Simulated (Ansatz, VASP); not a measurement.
## Two plane-wave programs on S

Contents of POSCAR:

```
S
1.0
    4.0309630000      0.0000000000      0.0000000000
   -2.0154820000      3.4909180000      0.0000000000
    0.0000000000      0.0000000000      4.5754390000
S
3
Direct
    0.2254000000      0.0000000000      0.3333300000
    0.0000000000      0.2254000000      0.6666600000
    0.7746000000      0.7746000000      0.0000000000
```

File INCAR.step1:

```
PREC = Accurate
ENCUT = 520
ISMEAR = -1
SIGMA = 0.1
LREAL = False
LASPH = True
NELM = 80
NBANDS = 16
GGA = PE
ALGO = Normal
EDIFF = 1E-4
LWAVE = True
LCHARG = False
```

INCAR.step2

```
PREC = Accurate
ENCUT = 520
EDIFF = 1E-6
ISMEAR = -1
SIGMA = 0.1
LREAL = False
LASPH = True
NELM = 80
ALGO = Normal
ISIF = 2
LWAVE = False
LCHARG = False
METAGGA = R2SCAN
LMIXTAU = True
NBANDS = 16
ISTART = 1
```

The input KPOINTS:

```
regular mesh
0
Gamma
  7 7 6
```

Input for Ansatz:

```yaml
crystal:
  lattice:
    - [4.030963, 0.0, 0.0]
    - [-2.015482, 3.490918, 0.0]
    - [0.0, 0.0, 4.575439]
  atoms:
    - { symbol: S, position: [0.2254, 0.0, 0.33333] }
    - { symbol: S, position: [0.0, 0.2254, 0.66666] }
    - { symbol: S, position: [0.7746, 0.7746, 0.0] }
  symmetry: { tolerance: 0.0003 }
kpoints:
  mp_grid: { grid: [7, 7, 6], shift: [0, 0, 0] }
  band_path:
    path:
      - [0.0, 0.0, 0.0]
      - [0.5, 0.0, 0.0]
      - [0.33333333, 0.33333333, 0.0]
      - [0.0, 0.0, 0.0]
      - [0.0, 0.0, 0.5]
      - [0.5, 0.0, 0.5]
      - [0.33333333, 0.33333333, 0.5]
      - [0.0, 0.0, 0.5]
      - [0.5, 0.0, 0.5]
      - [0.5, 0.0, 0.0]
      - [0.33333333, 0.33333333, 0.5]
    npoints: 6
magnetization:
  spin_polarized: false
scf:
  occupations: { method: fermi_dirac }
  lower_state_search: "off"
  max_iter: 200
hamiltonian:
  pseudopotentials: { kind: paw }
  xc: r2scan
basis:
  ecutwfc: 500
  fft_grid_basis: typed
output:
  forces: true
  stress: true
  eigenvalues: true
  bader: true
  populations: true
  elf: true
  write_potential: true
  volumetric_format: npy
  dos:
    e_range: [-12, 8]
    de: 0.05
    projected: { site_lists: { S: [S] } }
checkpoint:
  read: saved_state
```

Alike in both runs: task single point; functional r2SCAN; k mesh 7 × 7 × 6; no spin polarisation.

```csv
,VASP,Ansatz
version,VASP 6.6.1,Ansatz 0.2.0
potentials or method,"VASP PAW PBE potentials, release 64 (S), cutoff 520 eV",PAW plane waves
occupations,"fermi-dirac, width 0.1 eV",fermi-dirac
valence electrons in the cell,18,18
```

```tsv
	VASP	Ansatz	Ansatz less VASP
pressure (GPa)	-4.1	-3.7	+0.42
traceless stress, the component that is largest in VASP (GPa)	-2.58	-2.39	+0.192
rms of the force components (eV/Å)	0.966	0.914	-0.0516
```

VASP's potentials were made for PBE, not for r2SCAN. Atom by atom the forces differ by 0.052 eV/Å (rms over components). Ansatz's warnings: structure snapped to symmetry.
